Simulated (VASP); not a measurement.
# Si4F (P6mm) in VASP: a series of runs

Runs on Si4F. Level: PBE. Tasks: single point, relaxation of cell and atoms.

Program: VASP 6.6.1. These are calculated values, not measurements. Logs are shortened: lines on timing, memory, paths and dates and some standing lists are left out, and cuts for length are marked.

### 1 The cell of the first run

The structure is hexagonal, space group P6mm (No. 183). The conventional cell has a = 4.014 Å, b = 4.014 Å, c = 6.183 Å, α = 90.00°, β = 90.00°, γ = 120.00°. Si (site symmetry 2mm) has 6 Si at 2.01 to 2.08 Å within 2.7 Å. Si (site symmetry 6mm) has 6 Si at 2.08 Å and 1 F at 2.52 Å within 2.8 Å. Within 3.3 Å of F (site symmetry 6mm) lie 1 Si at 2.52 Å.

### 2 Single point, PBE

Contents of INCAR:

```
ALGO     = Normal         # electronic algorithm
EDIFF    = 1E-6           # SCF threshold, eV
ENCUT    = 520            # plane-wave cutoff, eV
GGA      = PE             # functional
ISIF     = 2              # what is computed and relaxed
ISMEAR   = 0              # smearing method
LASPH    = True           # aspherical terms in the spheres
LCHARG   = True           # write CHGCAR
LELF     = True           # ELF
LREAL    = False          # projectors in reciprocal space
LVHAR    = True         
LWAVE    = False          # write WAVECAR
NBANDS   = 20             # bands
NELM     = 60             # most SCF steps
PREC     = Accurate       # precision mode
SIGMA    = 0.1            # smearing width, eV
```

Contents of KPOINTS:

```
k-points
0
Gamma
  6 6 4
```

Contents of POSCAR:

```
Si4F
1.0
    4.0142102300      0.0000000000      0.0000000000
   -2.0071051100      3.4764080300      0.0000000000
    0.0000000000      0.0000000000      6.1834999100
Si F
4 1
Direct
    0.5000000000      0.0000000000      0.0414101200
    0.0000000000      0.5000000000      0.0414101200
    0.5000000000      0.5000000000      0.0414101200
    0.0000000000      0.0000000000      0.9524718700
    0.0000000000      0.0000000000      0.5452937600
```

Potentials or basis: VASP PAW PBE potentials, release 64 (Si, F).

Command:

```
$ cat potpaw_PBE.64/Si/POTCAR potpaw_PBE.64/F/POTCAR > POTCAR
$ mpirun -np 1 vasp_std > vasp.out
```

OUTCAR:

```text
EDIFF = 1E-6
   ENCUT = 520
   GGA = PE
   ISIF = 2
   ISMEAR = 0
   LASPH = True
   LREAL = False
   NELM = 60
   PREC = Accurate

 ion  position               nearest neighbor table
   1  0.500  0.000  0.041-   3 2.01   3 2.01   2 2.01   2 2.01   4 2.08   4 2.08
   2  0.000  0.500  0.041-   1 2.01   1 2.01   3 2.01   3 2.01   4 2.08   4 2.08
   3  0.500  0.500  0.041-   1 2.01   1 2.01   2 2.01   2 2.01   4 2.08   4 2.08
   4  0.000  0.000  0.952-   2 2.08   2 2.08   3 2.08   3 2.08   1 2.08   1 2.08   5 2.52
   5  0.000  0.000  0.545-   4 2.52

  LATTYP: Found a hexagonal cell.
 ALAT       =     4.0142102300
 C/A-ratio  =     1.5404026087

  Lattice vectors:

 A1 = (   4.0142102300,   0.0000000000,   0.0000000000)
 A2 = (  -2.0071051100,   3.4764080300,   0.0000000000)
 A3 = (   0.0000000000,   0.0000000000,   6.1834999100)

Analysis of symmetry for initial positions (statically):
=====================================================================
 Subroutine PRICEL returns:
 Original cell was already a primitive cell.

 Routine SETGRP: Setting up the symmetry group for a
 hexagonal supercell.

 Subroutine GETGRP returns: Found 12 space group operations
 (whereof 12 operations were pure point group operations)
 out of a pool of 24 trial point group operations.

The static configuration has the point symmetry C_6v.

Analysis of symmetry for dynamics (positions and initial velocities):
=====================================================================
 Subroutine PRICEL returns:
 Original cell was already a primitive cell.

 Routine SETGRP: Setting up the symmetry group for a
 hexagonal supercell.

 Subroutine GETGRP returns: Found 12 space group operations
 (whereof 12 operations were pure point group operations)
 out of a pool of 24 trial point group operations.

The dynamic configuration has the point symmetry C_6v.

 Subroutine INISYM returns: Found 12 space group operations
 (whereof 12 operations are pure point group operations),
 and found     1 'primitive' translations

----------------------------------------------------------------------------------------

                                     Primitive cell

  volume of cell :      86.2909

[... 88 lines left out ...]
   ENCUT  =  520.0 eV  38.22 Ry    6.18 a.u.   7.46  7.46 11.50*2*pi/ulx,y,z
   NELM   =     60;   NELMIN=  2; NELMDL= -5     # of ELM steps
   EDIFF  = 0.1E-05   stopping-criterion for ELM
   LREAL  =      F    real-space projection
   EDIFFG = 0.1E-04   stopping-criterion for IOM
   NSW    =      0    number of steps for IOM
   IBRION =     -1    ionic relax: 0-MD 1-quasi-New 2-CG
   NFREE  =      0    steps in history (QN), initial steepest desc. (CG)
   ISIF   =      2    stress and relaxation
   ISYM   =      2    0-nonsym 1-usesym 2-fastsym
   POTIM  = 0.5000    time-step for ionic-motion
   TEBEG  =    0.0;   TEEND  =   0.0 temperature during run
   PSTRESS=    0.0 pullay stress
   NELECT =      23.0000    total number of electrons
   NUPDOWN=      -1.0000    fix difference up-down
   EMIN   =  10.00;   EMAX   =-10.00  energy-range for DOS
   EFERMI =   0.00;   METHOD = LEGACY
   ISMEAR =     0;   SIGMA  =   0.10  broadening in eV -4-tet -1-fermi 0-gaus
   EFERMI_NEDOS =   21; number of points for ismear=-14 and -15
   IALGO  =     38    algorithm
   IMIX   =      4    mixing-type and parameters
     AMIX     =   0.40;   BMIX     =  1.00
     AMIX_MAG =   1.60;   BMIX_MAG =  1.00
  volume/ion in A,a.u.               =      17.26       116.46
  Fermi-wavevector in a.u.,A,eV,Ry     =   1.053568  1.990954 15.102528  1.110005
  Thomas-Fermi vector in A             =   2.188694
   LORBIT       =      0    0 simple, 1 ext, 2 COOP (PROOUT), +10 PAW based schemes
   GGA     = PE    functional components
   LHFCALC =     F    Hartree Fock is set to
   AEXX    =    0.0000 exact exchange contribution
   IVDW    =     0    specifies the selected vdW correction
   LEPSILON=     F    determine dielectric tensor
   LRPA    =     F    only Hartree local field effects (RPA)
 non-spin polarized calculation
 Gauss-broadening in eV      SIGMA  =   0.10
  energy-cutoff  :      520.00
  volume of cell :       86.29
 maximum number of plane-waves:      2340
 NGX is ok and might be reduce to    30
   NGX = 15   NGY = 15   NGZ = 23

 number of electron      23.0000006 magnetization

 Free energy of the ion-electron system (eV)
  ---------------------------------------------------
  ext. energy  EPLUGINS =         0.00000000
  ---------------------------------------------------
  free energy    TOTEN  =       -12.83726692 eV

  energy without entropy =      -12.82108118  energy(sigma->0) =      -12.82917405

 E-fermi :   3.8021     XC(G=0):  -8.6641

 val. band max:        3.7806774453   @ k =   0.1667   0.1667   0.2500
 cond. band min:       3.8365196495   @ k =   0.1667   0.1667   0.5000
 fundamental gap:      0.0558422042
 Fermi energy:         3.8021404990

 k-point     1 :       0.0000    0.0000    0.0000
  band No.  band energies     occupation
      1     -15.7920      2.00000
      2     -12.7926      2.00000
      3      -3.6439      2.00000
      4      -3.2205      2.00000
      5      -3.2205      2.00000
      6      -2.9564      2.00000
[... 472 lines left out ...]
     19      10.5689      0.00000
     20      12.0038      0.00000

------------------------ aborting loop because EDIFF is reached ----------------------------------------

  FORCE on cell =-STRESS in cart. coord.  units (eV):
  Direction    XX          YY          ZZ          XY          YZ          ZX
  --------------------------------------------------------------------------------------
  -------------------------------------------------------------------------------------
  Total       53.7852553     53.7852552     -4.5820114      0.0000001      0.0000000      0.0000000
  in kB      998.6391793    998.6391762    -85.0749157      0.0000014      0.0000000      0.0000000
  external PRESSURE =     637.4011466 kB  Pullay stress =       0.0000000 kB

 VOLUME and BASIS-vectors are now :
 -----------------------------------------------------------------------------
  energy-cutoff  :      520.00
  volume of cell :       86.29
      direct lattice vectors                 reciprocal lattice vectors
     4.014210230  0.000000000  0.000000000     0.249115005  0.143826615  0.000000000
    -2.007105110  3.476408030  0.000000000     0.000000000  0.287653230  0.000000000
     0.000000000  0.000000000  6.183499910     0.000000000  0.000000000  0.161720711

 POSITION                                       TOTAL-FORCE (eV/Angst)
 -----------------------------------------------------------------------------------
      2.00711      0.00000      0.25606         0.000000      0.000000      1.842694
     -1.00355      1.73820      0.25606         0.000000      0.000000      1.842694
      1.00355      1.73820      0.25606         0.000000      0.000000      1.842694
      0.00000      0.00000      5.88961        -0.000000      0.000000     -7.215845
      0.00000      0.00000      3.37182         0.000000     -0.000000      1.687763
 -----------------------------------------------------------------------------------
    total drift:                                0.000000      0.000000      0.000398

  FREE ENERGIE OF THE ION-ELECTRON SYSTEM (eV)
  ---------------------------------------------------
  free  energy   TOTEN  =       -12.8372669195 eV

  energy  without entropy=      -12.8210811795  energy(sigma->0) =      -12.82917405
```

OSZICAR:

```text
N       E                     dE             d eps       ncg     rms          rms(c)
DAV:   1     0.977361599549E+02    0.97736E+02   -0.10122E+04   840   0.954E+02
DAV:   2    -0.109244067116E+02   -0.10866E+03   -0.10551E+03  1096   0.196E+02
DAV:   3    -0.161760854848E+02   -0.52517E+01   -0.51558E+01  1024   0.426E+01
DAV:   4    -0.162503224059E+02   -0.74237E-01   -0.74153E-01  1100   0.592E+00
DAV:   5    -0.162518029664E+02   -0.14806E-02   -0.14805E-02  1144   0.707E-01    0.169E+01
DAV:   6    -0.136162206001E+02    0.26356E+01   -0.10654E+01   908   0.147E+01    0.118E+01
DAV:   7    -0.133978725554E+02    0.21835E+00   -0.14051E+01   968   0.110E+01    0.764E+00
DAV:   8    -0.129016035005E+02    0.49627E+00   -0.12480E+00   932   0.632E+00    0.202E+00
DAV:   9    -0.128451554573E+02    0.56448E-01   -0.47248E-01   944   0.367E+00    0.100E+00
DAV:  10    -0.128371558874E+02    0.79996E-02   -0.83697E-02   992   0.155E+00    0.199E-01
DAV:  11    -0.128370873916E+02    0.68496E-04   -0.30174E-03   936   0.322E-01    0.114E-01
DAV:  12    -0.128372839298E+02   -0.19654E-03   -0.41373E-04  1052   0.129E-01    0.660E-02
DAV:  13    -0.128372566289E+02    0.27301E-04   -0.28848E-04  1052   0.678E-02    0.209E-02
DAV:  14    -0.128372646665E+02   -0.80376E-05   -0.32098E-05   968   0.330E-02    0.898E-03
DAV:  15    -0.128372664375E+02   -0.17710E-05   -0.18986E-06   924   0.830E-03    0.267E-03
DAV:  16    -0.128372669195E+02   -0.48203E-06   -0.39893E-07   528   0.316E-03
   1 F= -.12837267E+02 E0= -.12829174E+02  d E =-.161857E-01
```

stdout:

```text
POSCAR found type information on POSCAR SiF
 POSCAR found :  2 types and       5 ions
 scaLAPACK will be used
 LDA part: xc-table for (Slater+PW92), standard interpolation
 POSCAR, INCAR and KPOINTS ok, starting setup
 FFT: planning ... GRIDC
 FFT: planning ... GRID_SOFT
 FFT: planning ... GRID
 WAVECAR not read
 entering main loop
```

Run time: 35 s. Hardware: 1 thread of AMD EPYC 7R43 (Zen 3), shared host; peak memory 0.16 GiB.

What came out:

```yaml
Free_energy: -12.8373 eV
Pressure: 63.7 GPa
Largest_force: 7.216 eV/Å
```

Forces on the atoms (eV/Å):
```
Si   0.000  0.000  1.843
Si   0.000  0.000  1.843
Si   0.000  0.000  1.843
Si   0.000  0.000 -7.216
F    0.000  0.000  1.688
```

Levels at points of the mesh, in eV from the Fermi level:
```tsv
k point	band 9	band 10	band 11	band 12	band 13	band 14	band 15	band 16
(0.00, 0.00, 0.00)	-3.41	-1.49	-0.77	-0.77	1.98	4.29	4.34	4.34
(0.50, 0.00, 0.00)	-1.08	-0.84	0.55	0.56	1.92	2.01	5.10	5.39
(0.00, 0.00, 0.50)	-3.41	-1.95	-0.80	-0.80	3.11	4.27	4.44	4.44
(0.50, 0.00, 0.50)	-0.93	-0.91	0.55	0.56	1.89	2.05	5.49	5.59
```

Caveat: an odd number of electrons without spin polarisation forces a metal; a magnetic or distorted state may lie lower.

### 3 Single point, PBE

This run uses another cell than the first one, of 23.88 Å³/atom, 1.384 times its volume.

Contents of INCAR:

```
  PREC = Accurate
  ENCUT = 520
  EDIFF = 1E-7
  ISMEAR = 0
  SIGMA = 0.1
  LREAL = F
  LASPH = T
  NELM = 80
  ALGO = Normal
  ISIF = 2
  LWAVE = F
  LCHARG = F
  GGA = PE
  NBANDS = 20
```

Contents of KPOINTS:

```
regular mesh
0
Gamma
  6 6 4
```

Contents of POSCAR:

```
Si4F
1.0
    4.8905331322     -0.0000000035      0.0000000000
   -2.4452665630      4.2353259323      0.0000000000
    0.0000000000      0.0000000000      5.7642041725
Si F
4 1
Direct
    0.5000000000      0.0000000000      0.0481478943
    0.0000000000      0.5000000000      0.0481478943
    0.5000000000      0.5000000000      0.0481478943
    0.0000000000      0.0000000000      0.8799029398
    0.0000000000      0.0000000000      0.5976493672
```

Potentials or basis: VASP PAW PBE potentials, release 64 (Si, F).

Command:

```
$ cat potpaw_PBE.64/Si/POTCAR potpaw_PBE.64/F/POTCAR > POTCAR
$ mpirun -np 1 vasp_std > vasp.out
```

It took 43 s on 1 thread of AMD EPYC 7R43 (Zen 3), shared host; peak memory 0.2 GiB.

It converged, with:

```
Free energy   : -23.7526 eV
Pressure      : 0.1 GPa
Largest force : 0.249 eV/Å
```

Forces on the atoms (eV/Å):
```
Si   0.000  0.000 -0.001
Si   0.000  0.000 -0.001
Si   0.000  0.000 -0.001
Si   0.000  0.000  0.249
F    0.000  0.000 -0.247
```

Stress tensor (GPa, compression positive):
```
-0.11  0.00  0.00
 0.00 -0.11  0.00
 0.00  0.00  0.56
```

Levels at points of the mesh, in eV from the Fermi level:
| k point | band 9 | band 10 | band 11 | band 12 | band 13 | band 14 | band 15 | band 16 |
| --- | --- | --- | --- | --- | --- | --- | --- | --- |
| (0.00, 0.00, 0.00) | -4.34 | -4.24 | -4.24 | -2.41 | 2.14 | 2.64 | 2.64 | 3.55 |
| (0.50, 0.00, 0.00) | -2.44 | -1.27 | 0.61 | 0.76 | 0.88 | 1.27 | 2.43 | 3.10 |
| (0.00, 0.00, 0.50) | -4.47 | -4.23 | -4.23 | -2.48 | 2.45 | 2.45 | 3.69 | 3.69 |
| (0.50, 0.00, 0.50) | -2.40 | -1.71 | 0.62 | 0.80 | 0.83 | 1.20 | 2.39 | 3.00 |

Caveat: an odd number of electrons without spin polarisation forces a metal; a magnetic or distorted state may lie lower.

[end of part 1 of 2]
